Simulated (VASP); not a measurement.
# KBr: single point with r2SCAN

The system is KBr.

```
K Br
1.0
    -1.38276    2.76553    2.76553
     2.76553   -1.38276    2.76553
     2.76553    2.76553   -1.38276
K Br
1 1
Cartesian
  0.0000 0.0000 0.0000
  2.0741 2.0741 2.0741
```

This cell differs from its parent crystal: ratio of the length along [111] to the lengths across it x 0.5, volume and fractional coordinates fixed.

```
Program             : VASP 6.6.1
Task                : single point
Functional          : r2SCAN
Potentials or basis : VASP PAW PBE potentials, release 64 (K_sv, Br)
Cutoff              : 520 eV
k mesh              : 8 × 8 × 8
Occupations         : gaussian, width 0.05 eV
Spin                : no spin polarisation
```

| Quantity | Value |
| --- | --- |
| Pressure | -1.8 GPa |
| Band gap on the k mesh | 4.36 eV (least direct gap 4.59 eV) |

Levels at points of the mesh, in eV from the valence-band top:
| k point | band 6 | band 7 | band 8 | band 9 | band 10 | band 11 |
| --- | --- | --- | --- | --- | --- | --- |
| (0.00, 0.00, 0.00) | -0.24 | -0.24 | -0.24 | 4.36 | 6.50 | 6.50 |
| (0.50, 0.00, 0.00) | -1.71 | -0.20 | -0.20 | 6.90 | 7.75 | 7.98 |
| (0.50, 0.50, 0.00) | -1.25 | -1.25 | 0.00 | 5.82 | 7.15 | 8.72 |
| (0.50, 0.50, 0.50) | -1.24 | -1.24 | -1.24 | 7.86 | 7.86 | 7.86 |

Run time: 46 s on 1 thread of Intel(R) Xeon(R) 6975P-C (Granite Rapids) (shared host), peak memory 0.2 GiB.

Caveat: the PAW data sets were made with another functional, which shifts forces and pressure a little. A k mesh can miss the band edges.
